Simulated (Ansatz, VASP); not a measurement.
Si3Br in VASP and in Ansatz

```xyz
4
Lattice="4.7900 0.0000 0.0000 0.0000 4.7900 0.0000 0.0000 0.0000 3.0149" Properties=species:S:1:pos:R:3 pbc="T T T"
Si    0.0000    2.3950    1.5075
Si    2.3950    0.0000    1.5075
Si    2.3950    2.3950    0.0000
Br    0.0000    0.0000    0.0000
```

Alike in both runs: functional PBEsol; k mesh 10 × 10 × 16; occupations gaussian, width 0.1 eV; no spin polarisation.

Ansatz relaxed the structure, and its values are those at the end. VASP's run is a single point on that final structure, the one shown.

|  | VASP | Ansatz |
| --- | --- | --- |
| version | VASP 6.6.1 | Ansatz 0.2.0 |
| potentials or method | VASP PAW PBE potentials, release 64 (Si, Br) | scalar-relativistic, plane waves, PAW |
| plane-wave cutoff (eV) | 520 | 420 |
| valence electrons in the cell | 19 | 19 |

|  | VASP | Ansatz | Ansatz less VASP |
| --- | --- | --- | --- |
| gap on the k mesh at the Fermi level (eV) | none | none | - |
| pressure (GPa) | 0.1 | 0.0 | -0.10 |

VASP's potentials were made for PBE, not for PBEsol. A gap of «none» marks a metal or a gap that the smearing closes.
